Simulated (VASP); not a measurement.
HgTe, 2 atoms in the cell. Symmetry: I4/mmm, No. 139, tetragonal system. The conventional cell has a = 4.091 Å, b = 4.091 Å, c = 5.960 Å, α = 90.00°, β = 90.00°, γ = 90.00°. Within 3.8 Å of Hg (site symmetry 4/mmm) lie 6 Te at 2.89 to 2.98 Å. Te (site symmetry 4/mmm) has 6 Hg at 2.89 to 2.98 Å within 3.8 Å.  This cell differs from its parent crystal: z stretched by +2 % at fixed volume.

```yaml
Program: VASP 6.6.1
Task: single point
Functional: PBE
Potentials_or_basis: VASP PAW PBE potentials, release 64 (Hg, Te)
Cutoff: 520 eV
k_mesh: 12 × 12 × 12
Occupations: fermi-dirac, width 0.08 eV
Spin: no spin polarisation
Dipole_correction: no
Further_INCAR_settings: ALGO = Normal; EDIFF = 1e-06; NBANDS = 16
```

Potentials or basis: VASP PAW PBE potentials, release 64 (Hg, Te).

Launch:

```bash
$ cat potpaw_PBE.64/Hg/POTCAR potpaw_PBE.64/Te/POTCAR > POTCAR
$ mpirun -np 1 vasp_std > vasp.out
```

Hardware: 1 thread of Intel(R) Xeon(R) Platinum 8259CL CPU @ 2.50GHz (Skylake/Cascade Lake) (shared host).

Estimate the wall time of this run.

It took 83 s on 1 thread of Intel(R) Xeon(R) Platinum 8259CL CPU @ 2.50GHz (Skylake/Cascade Lake), on a shared host, peak memory 0.28 GiB. Counts: scf iterations 12, k points 163.
